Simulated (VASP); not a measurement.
# CdS (I-4m2) in VASP: further runs

Aim: see how the results for CdS move with the level of theory and the settings. Levels: PBE, r2SCAN. Tasks: single point.

Everything below comes from runs of VASP 6.6.1. Logs are shortened: lines on timing, memory, paths and dates and some standing lists are left out, and cuts for length are marked.

## 1. The cell of the first run

Symmetry: I-4m2, No. 119, tetragonal system. Conventional cell: a = 4.157 Å, b = 4.157 Å, c = 5.849 Å, α = 90.00°, β = 90.00°, γ = 90.00°. Cd (site symmetry -4m2) has 4 S at 2.54 Å within 3.4 Å. S (site symmetry -4m2) has 4 Cd at 2.54 Å within 3.4 Å.

## 2. Single point, PBE (uniaxial z strain -0.5%)

File INCAR:

```
SYSTEM = CdS
PREC     = Accurate       ! precision mode
ENCUT    = 520            ! plane-wave cutoff, eV
EDIFF    = 1E-7           ! SCF threshold, eV
ISMEAR   = -1             ! smearing method
SIGMA    = 0.02           ! smearing width, eV
LREAL    = .FALSE.        ! projectors in reciprocal space
LASPH    = .TRUE.         ! aspherical terms in the spheres
NELM     = 60             ! most SCF steps
ALGO     = Normal         ! electronic algorithm
ISIF     = 2              ! what is computed and relaxed
LWAVE    = .FALSE.        ! write WAVECAR
LCHARG   = .TRUE.         ! write CHGCAR
GGA      = PE             ! functional
LELF     = .TRUE.         ! ELF
LVHAR    = .TRUE.       
NBANDS   = 16             ! bands
```

File KPOINTS:

```
Automatic mesh
0
G
  8 8 8
  0 0 0
```

File POSCAR:

```
CdS
1.0
    0.0000000000      2.9392148426      2.9245187684
    2.9392148426      0.0000000000      2.9245187684
    2.9392148426      2.9392148426      0.0000000000
Cd S
1 1
Direct
    0.0000000000      0.0000000000      0.0000000000
    0.2500000000      0.2500000000      0.2500000000
```

Potentials or basis: VASP PAW PBE potentials, release 64 (Cd, S).

Command:

```console
cat potpaw_PBE.64/Cd/POTCAR potpaw_PBE.64/S/POTCAR > POTCAR
mpirun -np 1 vasp_std > vasp.out
```

OUTCAR:

```text
SYSTEM = CdS
   PREC = Accurate
   ENCUT = 520
   EDIFF = 1E-7
   ISMEAR = -1
   LREAL = .FALSE.
   LASPH = .TRUE.
   NELM = 60
   ISIF = 2
   GGA = PE

 ion  position               nearest neighbor table
   1  0.000  0.000  0.000-   2 2.54   2 2.54   2 2.54   2 2.54
   2  0.250  0.250  0.250-   1 2.54   1 2.54   1 2.54   1 2.54

  LATTYP: Found a body centered tetragonal cell.
 ALAT       =     4.1566774931
 C/A-ratio  =     1.4071424946

  Lattice vectors:

 A1 = (   0.0000000000,  -2.9392148426,  -2.9245187684)
 A2 = (   0.0000000000,   2.9392148426,  -2.9245187684)
 A3 = (   2.9392148426,   0.0000000000,   2.9245187684)

Analysis of symmetry for initial positions (statically):
=====================================================================
 Subroutine PRICEL returns:
 Original cell was already a primitive cell.

 Routine SETGRP: Setting up the symmetry group for a
 body centered tetragonal supercell.

 Subroutine GETGRP returns: Found  8 space group operations
 (whereof  8 operations were pure point group operations)
 out of a pool of 16 trial point group operations.

The static configuration has the point symmetry D_2d.

Analysis of symmetry for dynamics (positions and initial velocities):
=====================================================================
 Subroutine PRICEL returns:
 Original cell was already a primitive cell.

 Routine SETGRP: Setting up the symmetry group for a
 body centered tetragonal supercell.

 Subroutine GETGRP returns: Found  8 space group operations
 (whereof  8 operations were pure point group operations)
 out of a pool of 16 trial point group operations.

The dynamic configuration has the point symmetry D_2d.

 Subroutine INISYM returns: Found  8 space group operations
 (whereof  8 operations are pure point group operations),
 and found     1 'primitive' translations

----------------------------------------------------------------------------------------

                                     Primitive cell

  volume of cell :      50.5297

  direct lattice vectors                    reciprocal lattice vectors
     0.000000000  2.939214843  2.924518768    -0.170113458  0.170113458  0.170968299
     2.939214843  0.000000000  2.924518768     0.170113458 -0.170113458  0.170968299
     2.939214843  2.939214843  0.000000000     0.170113458  0.170113458 -0.170968299

  length of vectors
     4.146298822  4.146298822  4.156677493     0.295139520  0.295139520  0.295139520

  position of ions in fractional coordinates (direct lattice)
     0.000000000  0.000000000  0.000000000
     0.250000000  0.250000000  0.250000000

  ion indices of the primitive-cell ions
   primitive index   ion index
                 1           1
                 2           2

----------------------------------------------------------------------------------------

 KPOINTS: Automatic mesh

Automatic generation of k-mesh.
 Grid dimensions read from file:
 generate k-points for:    8    8    8

 Generating k-lattice:

  Cartesian coordinates                     Fractional coordinates (reciprocal lattice)
    -0.021264182  0.021264182  0.021371037     0.125000000  0.000000000  0.000000000
     0.021264182 -0.021264182  0.021371037     0.000000000  0.125000000  0.000000000
     0.021264182  0.021264182 -0.021371037     0.000000000  0.000000000  0.125000000

  Length of vectors
     0.036892440  0.036892440  0.036892440

  Shift w.r.t. Gamma in fractional coordinates (k-lattice)
     0.000000000  0.000000000  0.000000000

 Subroutine IBZKPT returns following result:
 ===========================================

 Found     59 irreducible k-points:

 Following reciprocal coordinates:
            Coordinates               Weight
  0.000000  0.000000  0.000000      1.000000
  0.125000  0.000000  0.000000      8.000000
  0.250000  0.000000  0.000000      8.000000
  0.375000  0.000000  0.000000      8.000000
  0.500000  0.000000  0.000000      4.000000
  0.125000  0.125000  0.000000      2.000000
[... 16 lines left out ...]
  0.250000  0.000000  0.125000     16.000000
  0.375000  0.000000  0.125000     16.000000
 [... further k-points ...]
   k-points           NKPTS =     59   k-points in BZ     NKDIM =     59   number of bands    NBANDS=     16
   number of dos      NEDOS =    301   number of ions     NIONS =      2
   total plane-waves  NPLWV =  32768
   dimension x,y,z NGX =    32 NGY =   32 NGZ =   32
   dimension x,y,z NGXF=    64 NGYF=   64 NGZF=   64
   ions per type =               1   1
   NGX,Y,Z   is equivalent  to a cutoff of  12.83, 12.83, 12.80 a.u.
   NGXF,Y,Z  is equivalent  to a cutoff of  25.66, 25.66, 25.60 a.u.
 SYSTEM =  CdS
   PREC   = accura    normal or accurate (medium, high low for compatibility)
   ISTART =      0    job   : 0-new  1-cont  2-samecut
   ICHARG =      2    charge: 1-file 2-atom 10-const
   ISPIN  =      1    spin polarized calculation?
   LNONCOLLINEAR =      F non collinear calculations
   LSORBIT =      F    spin-orbit coupling
   LASPH  =      T    aspherical Exc in radial PAW
   ENCUT  =  520.0 eV  38.22 Ry    6.18 a.u.   7.71  7.71  7.73*2*pi/ulx,y,z
   NELM   =     60;   NELMIN=  2; NELMDL= -5     # of ELM steps
   EDIFF  = 0.1E-06   stopping-criterion for ELM
   LREAL  =      F    real-space projection
   EDIFFG = 0.1E-05   stopping-criterion for IOM
   NSW    =      0    number of steps for IOM
   IBRION =     -1    ionic relax: 0-MD 1-quasi-New 2-CG
   NFREE  =      0    steps in history (QN), initial steepest desc. (CG)
   ISIF   =      2    stress and relaxation
   ISYM   =      2    0-nonsym 1-usesym 2-fastsym
   POTIM  = 0.5000    time-step for ionic-motion
   TEBEG  =    0.0;   TEEND  =   0.0 temperature during run
   PSTRESS=    0.0 pullay stress
   NELECT =      18.0000    total number of electrons
   NUPDOWN=      -1.0000    fix difference up-down
   EMIN   =  10.00;   EMAX   =-10.00  energy-range for DOS
   EFERMI =   0.00;   METHOD = LEGACY
   ISMEAR =    -1;   SIGMA  =   0.02  broadening in eV -4-tet -1-fermi 0-gaus
   EFERMI_NEDOS =   21; number of points for ismear=-14 and -15
   IALGO  =     38    algorithm
   IMIX   =      4    mixing-type and parameters
     AMIX     =   0.40;   BMIX     =  1.00
     AMIX_MAG =   1.60;   BMIX_MAG =  1.00
  volume/ion in A,a.u.               =      25.26       170.50
  Fermi-wavevector in a.u.,A,eV,Ry     =   1.160513  2.193051 18.324193  1.346790
  Thomas-Fermi vector in A             =   2.297095
   LORBIT       =      0    0 simple, 1 ext, 2 COOP (PROOUT), +10 PAW based schemes
   GGA     = PE    functional components
   LHFCALC =     F    Hartree Fock is set to
   AEXX    =    0.0000 exact exchange contribution
   IVDW    =     0    specifies the selected vdW correction
   LEPSILON=     F    determine dielectric tensor
   LRPA    =     F    only Hartree local field effects (RPA)
 non-spin polarized calculation
  energy-cutoff  :      520.00
  volume of cell :       50.53
 maximum number of plane-waves:      1376
   NGX = 15   NGY = 15   NGZ = 15

 number of electron      18.0000005 magnetization

 Free energy of the ion-electron system (eV)
  ---------------------------------------------------
  ext. energy  EPLUGINS =         0.00000000
  ---------------------------------------------------
  free energy    TOTEN  =        -6.13622685 eV

  energy without entropy =       -6.13622685  energy(sigma->0) =       -6.13622685

 E-fermi :   1.5619     XC(G=0):  -9.0644

 val. band max:        1.1690674710   @ k =   0.0000   0.0000   0.0000
 cond. band min:       2.2687807915   @ k =   0.0000   0.0000   0.0000
 fundamental gap:      1.0997133206
 Fermi energy:         1.5619493278

 k-point     1 :       0.0000    0.0000    0.0000
  band No.  band energies     occupation
      1     -11.0998      2.00000
      2      -6.5051      2.00000
      3      -6.5051      2.00000
      4      -6.5021      2.00000
      5      -6.0498      2.00000
      6      -6.0480      2.00000
[... 8 lines left out ...]
     15      12.5784      0.00000
     16      12.6468      0.00000

 k-point     2 :       0.1250    0.0000    0.0000
  band No.  band energies     occupation
      1     -11.0401      2.00000
      2      -6.4836      2.00000
      3      -6.4817      2.00000
      4      -6.4510      2.00000
      5      -6.0505      2.00000
      6      -6.0491      2.00000
[... 8 lines left out ...]
     15      12.0465      0.00000
     16      13.0915      0.00000

 k-point     3 :       0.2500    0.0000    0.0000
  band No.  band energies     occupation
      1     -10.8954      2.00000
      2      -6.4374      2.00000
      3      -6.4350      2.00000
      4      -6.2633      2.00000
      5      -6.0448      2.00000
      6      -6.0445      2.00000
[... 8 lines left out ...]
     15      11.7970      0.00000
     16      12.4505      0.00000

 k-point     4 :       0.3750    0.0000    0.0000
  band No.  band energies     occupation
      1     -10.7508      2.00000
      2      -6.4018      2.00000
      3      -6.3989      2.00000
      4      -6.0265      2.00000
      5      -6.0251      2.00000
      6      -5.9243      2.00000
[... 8 lines left out ...]
     15      12.6264      0.00000
     16      12.6344      0.00000
[... 324 lines left out ...]
 k-point    22 :       0.1250    0.0000    0.1250
  band No.  band energies     occupation
      1     -11.0206      2.00000
      2      -6.4630      2.00000
      3      -6.4614      2.00000
      4      -6.4600      2.00000
      5      -6.0645      2.00000
      6      -6.0365      2.00000
[... 8 lines left out ...]
     15      12.7294      0.00000
     16      13.6981      0.00000

 k-point    23 :       0.2500    0.0000    0.1250
  band No.  band energies     occupation
      1     -10.9047      2.00000
      2      -6.4330      2.00000
      3      -6.4115      2.00000
      4      -6.3251      2.00000
      5      -6.0670      2.00000
      6      -6.0250      2.00000
[... 8 lines left out ...]
     15      12.6025      0.00000
     16      13.8267      0.00000

 k-point    24 :       0.3750    0.0000    0.1250
  band No.  band energies     occupation
      1     -10.7607      2.00000
      2      -6.3967      2.00000
      3      -6.3697      2.00000
      4      -6.1169      2.00000
      5      -6.0114      2.00000
      6      -5.9634      2.00000
[... 8 lines left out ...]
     15      13.1079      0.00000
     16      13.2843      0.00000

 [... further k-points ...]

------------------------ aborting loop because EDIFF is reached ----------------------------------------

  FORCE on cell =-STRESS in cart. coord.  units (eV):
  Direction    XX          YY          ZZ          XY          YZ          ZX
  --------------------------------------------------------------------------------------
  -------------------------------------------------------------------------------------
  Total        0.6275147      0.6275147      0.6549307      0.0000000      0.0000000      0.0000000
  in kB       19.8969925     19.8969925     20.7662877      0.0000000      0.0000000      0.0000000
  external PRESSURE =      20.1867576 kB  Pullay stress =       0.0000000 kB

 VOLUME and BASIS-vectors are now :
 -----------------------------------------------------------------------------
  energy-cutoff  :      520.00
  volume of cell :       50.53
      direct lattice vectors                 reciprocal lattice vectors
     0.000000000  2.939214843  2.924518768    -0.170113458  0.170113458  0.170968299
     2.939214843  0.000000000  2.924518768     0.170113458 -0.170113458  0.170968299
     2.939214843  2.939214843  0.000000000     0.170113458  0.170113458 -0.170968299

 POSITION                                       TOTAL-FORCE (eV/Angst)
 -----------------------------------------------------------------------------------
      0.00000      0.00000      0.00000         0.000000      0.000000      0.000000
      1.46961      1.46961      1.46226        -0.000000     -0.000000      0.000000
 -----------------------------------------------------------------------------------
    total drift:                               -0.000000     -0.000000     -0.000000

  FREE ENERGIE OF THE ION-ELECTRON SYSTEM (eV)
  ---------------------------------------------------
  free  energy   TOTEN  =        -6.1362268464 eV

  energy  without entropy=       -6.1362268464  energy(sigma->0) =       -6.13622685
```

It took 29 s on 1 thread of Intel Xeon 6975P-C, shared host; peak memory 0.2 GiB.

Results:

```yaml
Free_energy: -6.1362 eV
Pressure: 2.0 GPa
Band_gap_on_the_k_mesh: 1.10 eV, direct
```

Caveat: the cell differs from its parent crystal (uniaxial z strain -0.5%).

## 3. Single point, PBE (uniaxial x strain +3.2%)

File INCAR:

```
SYSTEM = CdS
PREC     = Accurate       ! precision mode
ENCUT    = 520            ! plane-wave cutoff, eV
EDIFF    = 1E-6           ! SCF threshold, eV
ISMEAR   = -1             ! smearing method
SIGMA    = 0.02           ! smearing width, eV
LREAL    = .False.        ! projectors in reciprocal space
LASPH    = .True.         ! aspherical terms in the spheres
NELM     = 100            ! most SCF steps
ALGO     = Normal         ! electronic algorithm
ISIF     = 2              ! what is computed and relaxed
LWAVE    = .False.        ! write WAVECAR
LCHARG   = .False.        ! write CHGCAR
GGA      = PE             ! functional
NBANDS   = 16             ! bands
```

File KPOINTS:

```
Automatic mesh
0
Gamma
  8 8 8
  0 0 0
```

File POSCAR:

```
CdS
1.0
    0.0000000000      2.9392148426      2.9392148426
    3.0323879531      0.0000000000      2.9392148426
    3.0323879531      2.9392148426      0.0000000000
Cd S
1 1
Direct
    0.0000000000      0.0000000000      0.0000000000
    0.2500000000      0.2500000000      0.2500000000
```

Potentials or basis: VASP PAW PBE potentials, release 64 (Cd, S).

Command:

```console
cat potpaw_PBE.64/Cd/POTCAR potpaw_PBE.64/S/POTCAR > POTCAR
mpirun -np 1 vasp_std > vasp.out
```

It took 26 s on 1 thread of Intel Xeon 6975P-C, shared host; peak memory 0.2 GiB.

The run converged. Its results:

```yaml
Free_energy: -6.1453 eV
Pressure: -0.1 GPa
Band_gap_on_the_k_mesh: 0.99 eV, direct
```

Stress tensor (GPa, compression positive):
```
-0.54  0.00  0.00
 0.00  0.12  0.00
 0.00  0.00  0.12
```

Levels at points of the mesh, in eV from the valence-band top:
```tsv
k point	band 5	band 6	band 7	band 8	band 9	band 10	band 11	band 12	band 13	band 14
(0.00, 0.00, 0.00)	-7.17	-7.17	-0.09	0.00	0.00	0.99	6.53	6.53	6.53	11.01
(0.50, 0.00, 0.00)	-7.13	-6.84	-4.11	-0.77	-0.64	2.89	6.87	7.09	7.28	10.88
(0.50, 0.50, 0.00)	-7.10	-6.76	-3.69	-1.79	-1.74	3.58	4.16	9.07	10.22	10.54
(0.00, 0.50, 0.50)	-7.10	-6.81	-3.86	-1.65	-1.65	3.68	4.41	8.79	10.47	10.47
```

Caveat: the cell differs from its parent crystal (uniaxial x strain +3.2%).

## 4. Single point, r2SCAN (uniaxial z strain -0.5%)

File POSCAR:

```
CdS
1.0
    0.0000000000      2.9392148426      2.9245187684
    2.9392148426      0.0000000000      2.9245187684
    2.9392148426      2.9392148426      0.0000000000
Cd S
1 1
Direct
    0.0000000000      0.0000000000      0.0000000000
    0.2500000000      0.2500000000      0.2500000000
```

File INCAR.step1:

```
SYSTEM = CdS
  ALGO = Normal
  EDIFF = 1E-4
  ENCUT = 520
  GGA = PE
  ISMEAR = 0
  LASPH = .TRUE.
  LCHARG = .FALSE.
  LREAL = .FALSE.
  LWAVE = .TRUE.
  NBANDS = 16
  NELM = 80
  PREC = Accurate
  SIGMA = 0.01
```

File INCAR.step2:

```
SYSTEM = CdS
  ALGO = Normal
  EDIFF = 1E-6
  ENCUT = 520
  ISIF = 2
  ISMEAR = 0
  ISTART = 1
  LASPH = .TRUE.
  LCHARG = .FALSE.
  LMIXTAU = .TRUE.
  LREAL = .FALSE.
  LWAVE = .FALSE.
  METAGGA = R2SCAN
  NBANDS = 16
  NELM = 80
  PREC = Accurate
  SIGMA = 0.01
```

File KPOINTS:

```
k-points
0
G
  8 8 8
  0 0 0
```

Command:

```console
cat potpaw_PBE.64/Cd/POTCAR potpaw_PBE.64/S/POTCAR > POTCAR
cp INCAR.step1 INCAR
mpirun -np 1 vasp_std > vasp.out
cp INCAR.step2 INCAR
mpirun -np 1 vasp_std > vasp.out
```

Wall time 82 s (1 thread of Intel Xeon 6975P-C, shared host); peak memory 0.21 GiB.

The run converged. Its results:

```yaml
Free_energy: -29.6852 eV
Pressure: 0.6 GPa
Band_gap_on_the_k_mesh: 1.54 eV, direct
```

Stress tensor (GPa, compression positive):
```
0.57 0.00 0.00
0.00 0.57 0.00
0.00 0.00 0.66
```

Levels at points of the mesh, in eV from the valence-band top:
```csv
k point,band 7,band 8,band 9,band 10,band 11,band 12
"(0.00, 0.00, 0.00)",-0.01,-0.01,0.00,1.54,7.07,7.07
"(0.50, 0.00, 0.00)",-4.36,-0.76,-0.74,3.44,7.45,7.49
"(0.50, 0.50, 0.00)",-3.89,-1.88,-1.88,3.85,4.70,9.74
"(0.50, 0.00, 0.50)",-3.92,-1.87,-1.86,3.87,4.74,9.68
```

Caveat: the cell differs from its parent crystal (uniaxial z strain -0.5%); the PAW data sets were made with another functional, which shifts forces and pressure a little.

(Part 1 of 2 ends here.)
